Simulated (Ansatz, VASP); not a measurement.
AgCl in VASP and in Ansatz

```
CELL_PARAMETERS angstrom
0.03466 2.77315 2.77315
2.80781 0.00000 2.80781
2.77315 2.77315 0.03466
ATOMIC_POSITIONS crystal
Ag 0.50000 0.50000 0.50000
Cl 0.00000 0.00000 0.00000
```

Change from the starting cell: strain +0.0250 x Voigt [0, 0, 0, 0, 1, 0], atoms carried along.

Alike in both runs: task single point; functional PBE; k mesh 8 × 8 × 8; occupations gaussian, width 0.05 eV; no spin polarisation.

|  | VASP | Ansatz |
| --- | --- | --- |
| version | VASP 6.6.1 | Ansatz 0.2.0 |
| potentials or method | VASP PAW PBE potentials, release 64 (Ag, Cl), cutoff 520 eV | scalar-relativistic, plane waves, PAW |
| valence electrons in the cell | 18 | 26 |

|  | VASP | Ansatz | Ansatz less VASP |
| --- | --- | --- | --- |
| gap on the k mesh at the Fermi level (eV) | 0.89 | 0.89 | +0.003 |
| least direct gap on the mesh (eV) | 3.16 | 3.16 | +0.002 |
| pressure (GPa) | 1.5 | 1.6 | +0.14 |
| traceless stress, the component that is largest in VASP (GPa) | -0.13 | -0.13 | +0.001 |

VASP's potentials hold 18 valence electrons a cell and Ansatz's 26, so a difference there can come from the potentials and not from the codes.
